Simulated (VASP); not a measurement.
# Sn (Fd-3m) in VASP: a series of runs, part 2 of 2

VASP 6.6.1. The steps go on from the part before.

### Step 4. Single point, PBEsol (35.56 Å³/atom)

This run uses another cell than the first one, of 35.56 Å³/atom.

File INCAR:

```
  ALGO = Normal
  EDIFF = 1E-6
  ENCUT = 520
  GGA = PS
  ISIF = 2
  ISMEAR = -1
  LASPH = T
  LCHARG = T
  LELF = T
  LREAL = F
  LVHAR = T
  LWAVE = F
  NBANDS = 21
  NELM = 80
  PREC = Accurate
  SIGMA = 0.05
```

File KPOINTS:

```
k-points
0
Gamma
  11 11 11
```

File POSCAR:

```
Sn
1.0
    0.0000000000      3.2883101610      3.2883101610
    3.2883101610      0.0000000000      3.2883101610
    3.2883101610      3.2883101610      0.0000000000
Sn
2
Direct
    0.5000000000      0.5000000000      0.5000000000
    0.7500000000      0.7500000000      0.7500000000
```

Potentials or basis: VASP PAW PBE potentials, release 64 (Sn_d).

Command:

```console
$ cat potpaw_PBE.64/Sn_d/POTCAR > POTCAR
$ mpirun -np 1 vasp_std > vasp.out
```

OUTCAR:

```text
EDIFF = 1E-6
   ENCUT = 520
   GGA = PS
   ISIF = 2
   ISMEAR = -1
   LASPH = T
   LREAL = F
   NELM = 80
   PREC = Accurate

 ion  position               nearest neighbor table
   1  0.500  0.500  0.500-   2 2.85   2 2.85   2 2.85   2 2.85
   2  0.750  0.750  0.750-   1 2.85   1 2.85   1 2.85   1 2.85

  LATTYP: Found a face centered cubic cell.
 ALAT       =     6.5766203220

  Lattice vectors:

 A1 = (   0.0000000000,   3.2883101610,   3.2883101610)
 A2 = (   3.2883101610,   0.0000000000,   3.2883101610)
 A3 = (   3.2883101610,   3.2883101610,   0.0000000000)

Analysis of symmetry for initial positions (statically):
=====================================================================
 Subroutine PRICEL returns:
 Original cell was already a primitive cell.

 Routine SETGRP: Setting up the symmetry group for a
 face centered cubic supercell.

 Subroutine GETGRP returns: Found 48 space group operations
 (whereof 24 operations were pure point group operations)
 out of a pool of 48 trial point group operations.

The static configuration has the point symmetry T_d .
 The point group associated with its full space group is O_h .

Analysis of symmetry for dynamics (positions and initial velocities):
=====================================================================
 Subroutine PRICEL returns:
 Original cell was already a primitive cell.

 Routine SETGRP: Setting up the symmetry group for a
 face centered cubic supercell.

 Subroutine GETGRP returns: Found 48 space group operations
 (whereof 24 operations were pure point group operations)
 out of a pool of 48 trial point group operations.

The dynamic configuration has the point symmetry T_d .
 The point group associated with its full space group is O_h .

 Subroutine INISYM returns: Found 48 space group operations
 (whereof 24 operations are pure point group operations),
 and found     1 'primitive' translations

----------------------------------------------------------------------------------------

                                     Primitive cell

  volume of cell :      71.1129

  direct lattice vectors                    reciprocal lattice vectors
     0.000000000  3.288310161  3.288310161    -0.152053783  0.152053783  0.152053783
     3.288310161  0.000000000  3.288310161     0.152053783 -0.152053783  0.152053783
     3.288310161  3.288310161  0.000000000     0.152053783  0.152053783 -0.152053783

  length of vectors
     4.650372827  4.650372827  4.650372827     0.263364878  0.263364878  0.263364878

  position of ions in fractional coordinates (direct lattice)
     0.500000000  0.500000000  0.500000000
     0.750000000  0.750000000  0.750000000

  ion indices of the primitive-cell ions
   primitive index   ion index
                 1           1
                 2           2

----------------------------------------------------------------------------------------

 KPOINTS: k-points

Automatic generation of k-mesh.
 Grid dimensions read from file:
 generate k-points for:   11   11   11

 Generating k-lattice:

  Cartesian coordinates                     Fractional coordinates (reciprocal lattice)
    -0.013823071  0.013823071  0.013823071     0.090909091  0.000000000  0.000000000
     0.013823071 -0.013823071  0.013823071     0.000000000  0.090909091  0.000000000
     0.013823071  0.013823071 -0.013823071     0.000000000  0.000000000  0.090909091

  Length of vectors
     0.023942262  0.023942262  0.023942262

  Shift w.r.t. Gamma in fractional coordinates (k-lattice)
     0.000000000  0.000000000  0.000000000

 Subroutine IBZKPT returns following result:
 ===========================================

 Found     56 irreducible k-points:

 Following reciprocal coordinates:
            Coordinates               Weight
  0.000000  0.000000  0.000000      1.000000
  0.090909  0.000000  0.000000      8.000000
  0.181818  0.000000  0.000000      8.000000
  0.272727  0.000000  0.000000      8.000000
  0.363636  0.000000  0.000000      8.000000
  0.454545  0.000000  0.000000      8.000000
[... 16 lines left out ...]
 -0.272727  0.181818  0.000000     24.000000
 -0.181818  0.181818  0.000000     12.000000
 [... further k-points ...]
   k-points           NKPTS =     56   k-points in BZ     NKDIM =     56   number of bands    NBANDS=     21
   number of dos      NEDOS =    301   number of ions     NIONS =      2
   total plane-waves  NPLWV =  46656
   dimension x,y,z NGX =    36 NGY =   36 NGZ =   36
   dimension x,y,z NGXF=    72 NGYF=   72 NGZF=   72
   ions per type =               2
   NGX,Y,Z   is equivalent  to a cutoff of  12.87, 12.87, 12.87 a.u.
   NGXF,Y,Z  is equivalent  to a cutoff of  25.74, 25.74, 25.74 a.u.
 SYSTEM =  unknown system
   PREC   = accura    normal or accurate (medium, high low for compatibility)
   ISTART =      0    job   : 0-new  1-cont  2-samecut
   ICHARG =      2    charge: 1-file 2-atom 10-const
   ISPIN  =      1    spin polarized calculation?
   LNONCOLLINEAR =      F non collinear calculations
   LSORBIT =      F    spin-orbit coupling
   LASPH  =      T    aspherical Exc in radial PAW
   ENCUT  =  520.0 eV  38.22 Ry    6.18 a.u.   8.65  8.65  8.65*2*pi/ulx,y,z
   NELM   =     80;   NELMIN=  2; NELMDL= -5     # of ELM steps
   EDIFF  = 0.1E-05   stopping-criterion for ELM
   LREAL  =      F    real-space projection
   EDIFFG = 0.1E-04   stopping-criterion for IOM
   NSW    =      0    number of steps for IOM
   IBRION =     -1    ionic relax: 0-MD 1-quasi-New 2-CG
   NFREE  =      0    steps in history (QN), initial steepest desc. (CG)
   ISIF   =      2    stress and relaxation
   ISYM   =      2    0-nonsym 1-usesym 2-fastsym
   POTIM  = 0.5000    time-step for ionic-motion
   TEBEG  =    0.0;   TEEND  =   0.0 temperature during run
   PSTRESS=    0.0 pullay stress
   NELECT =      28.0000    total number of electrons
   NUPDOWN=      -1.0000    fix difference up-down
   EMIN   =  10.00;   EMAX   =-10.00  energy-range for DOS
   EFERMI =   0.00;   METHOD = LEGACY
   ISMEAR =    -1;   SIGMA  =   0.05  broadening in eV -4-tet -1-fermi 0-gaus
   EFERMI_NEDOS =   21; number of points for ismear=-14 and -15
   IALGO  =     38    algorithm
   IMIX   =      4    mixing-type and parameters
     AMIX     =   0.40;   BMIX     =  1.00
     AMIX_MAG =   1.60;   BMIX_MAG =  1.00
  volume/ion in A,a.u.               =      35.56       239.95
  Fermi-wavevector in a.u.,A,eV,Ry     =   1.199899  2.267481 19.589095  1.439758
  Thomas-Fermi vector in A             =   2.335749
   LORBIT       =      0    0 simple, 1 ext, 2 COOP (PROOUT), +10 PAW based schemes
   GGA     = PS    functional components
   LHFCALC =     F    Hartree Fock is set to
   AEXX    =    0.0000 exact exchange contribution
   IVDW    =     0    specifies the selected vdW correction
   LEPSILON=     F    determine dielectric tensor
   LRPA    =     F    only Hartree local field effects (RPA)
 non-spin polarized calculation
  energy-cutoff  :      520.00
  volume of cell :       71.11
 maximum number of plane-waves:      1930
   NGX = 17   NGY = 17   NGZ = 17

 number of electron      27.9999985 magnetization

 Free energy of the ion-electron system (eV)
  ---------------------------------------------------
  ext. energy  EPLUGINS =         0.00000000
  ---------------------------------------------------
  free energy    TOTEN  =        -8.46292849 eV

  energy without entropy =       -8.46081096  energy(sigma->0) =       -8.46186972

 E-fermi :   5.0404     XC(G=0):  -8.8929

 val. band max:        5.0056540165   @ k =   0.0909   0.0000   0.0000
 cond. band min:       5.0532923727   @ k =   0.3636   0.0000   0.0000
 fundamental gap:      0.0476383562
 Fermi energy:         5.0403787235

 k-point     1 :       0.0000    0.0000    0.0000
  band No.  band energies     occupation
      1     -16.4505      2.00000
      2     -16.4505      2.00000
      3     -16.4505      2.00000
      4     -16.3954      2.00000
      5     -16.3954      2.00000
      6     -16.1152      2.00000
[... 13 lines left out ...]
     20      12.9486      0.00000
     21      12.9486      0.00000
[... 529 lines left out ...]
 k-point    24 :      -0.1818    0.1818    0.0000
  band No.  band energies     occupation
      1     -16.4846      2.00000
      2     -16.4834      2.00000
      3     -16.4218      2.00000
      4     -16.3580      2.00000
      5     -16.3340      2.00000
      6     -16.1862      2.00000
[... 13 lines left out ...]
     20      12.4523      0.00000
     21      12.7432      0.00000

 [... further k-points ...]

------------------------ aborting loop because EDIFF is reached ----------------------------------------

  FORCE on cell =-STRESS in cart. coord.  units (eV):
  Direction    XX          YY          ZZ          XY          YZ          ZX
  --------------------------------------------------------------------------------------
  -------------------------------------------------------------------------------------
  Total       -0.3166080     -0.3166080     -0.3166080      0.0000000      0.0000000     -0.0000000
  in kB       -7.1331957     -7.1331957     -7.1331957      0.0000000      0.0000000     -0.0000000
  external PRESSURE =      -7.1331957 kB  Pullay stress =       0.0000000 kB

 VOLUME and BASIS-vectors are now :
 -----------------------------------------------------------------------------
  energy-cutoff  :      520.00
  volume of cell :       71.11
      direct lattice vectors                 reciprocal lattice vectors
     0.000000000  3.288310161  3.288310161    -0.152053783  0.152053783  0.152053783
     3.288310161  0.000000000  3.288310161     0.152053783 -0.152053783  0.152053783
     3.288310161  3.288310161  0.000000000     0.152053783  0.152053783 -0.152053783

 POSITION                                       TOTAL-FORCE (eV/Angst)
 -----------------------------------------------------------------------------------
      3.28831      3.28831      3.28831        -0.000000     -0.000000     -0.000000
      4.93247      4.93247      4.93247         0.000000      0.000000      0.000000
 -----------------------------------------------------------------------------------
    total drift:                                0.000000      0.000000      0.000000

  FREE ENERGIE OF THE ION-ELECTRON SYSTEM (eV)
  ---------------------------------------------------
  free  energy   TOTEN  =        -8.4629284918 eV

  energy  without entropy=       -8.4608109568  energy(sigma->0) =       -8.46186972
```

OSZICAR:

```text
N       E                     dE             d eps       ncg     rms          rms(c)
DAV:   1     0.227529237246E+03    0.22753E+03   -0.14820E+04  2367   0.192E+03
DAV:   2     0.162774915324E+02   -0.21125E+03   -0.20683E+03  2367   0.442E+02
DAV:   3    -0.775290731860E+01   -0.24030E+02   -0.23900E+02  2782   0.140E+02
DAV:   4    -0.853024561584E+01   -0.77734E+00   -0.77704E+00  2667   0.284E+01
DAV:   5    -0.855686923333E+01   -0.26624E-01   -0.26623E-01  3445   0.512E+00    0.308E+00
DAV:   6    -0.849258670914E+01    0.64283E-01   -0.39307E-02  3185   0.259E+00    0.175E+00
DAV:   7    -0.846177926068E+01    0.30807E-01   -0.49576E-02  2877   0.246E+00    0.163E-01
DAV:   8    -0.846265765852E+01   -0.87840E-03   -0.69811E-03  2622   0.989E-01    0.506E-02
DAV:   9    -0.846291867425E+01   -0.26102E-03   -0.39219E-04  2933   0.166E-01    0.108E-02
DAV:  10    -0.846292678316E+01   -0.81089E-05   -0.16358E-05  2851   0.298E-02    0.535E-03
DAV:  11    -0.846292860591E+01   -0.18228E-05   -0.28690E-06  2144   0.124E-02    0.632E-04
DAV:  12    -0.846292849182E+01    0.11409E-06   -0.24564E-07  1756   0.703E-03
   1 F= -.84629285E+01 E0= -.84618697E+01  d E =-.211754E-02
```

It took 44 s on 1 thread of AMD EPYC 9R45 (Zen 5), shared host; peak memory 0.2 GiB.

Results:

- Free energy: -8.4629 eV
- Pressure: -0.7 GPa
- Band gap on the k mesh: zero (bands 14 and 15 overlap by 0.21 eV)

Caveat: the PAW data sets were made with another functional, which shifts forces and pressure a little; spin-orbit coupling is left out, which moves the levels of the heavy elements.

### Step 5. Summary

```csv
cell,gap on the mesh (eV),pressure (GPa)
"a = 4.590 Å, angles 60.0°, 2 atoms",none,0.9
"a = 4.605 Å, angles 60.0°, 2 atoms",none,0.5
"a = 4.650 Å, angles 60.0°, 2 atoms",none,-0.7
```

Alike in all rows: task single point; level PBEsol; potentials or basis VASP PAW PBE potentials, release 64 (Sn_d); no spin polarisation; k mesh 11 × 11 × 11; cutoff (eV) 520; smearing fermi-dirac 0.05 eV.

Caveats: the PAW data sets were made with another functional, which shifts forces and pressure a little; spin-orbit coupling is left out, which moves the levels of the heavy elements.

Absolute energies hang on the potentials; compare differences alone.

The gap in the log of VASP goes by the Fermi energy; the results here count the filled bands.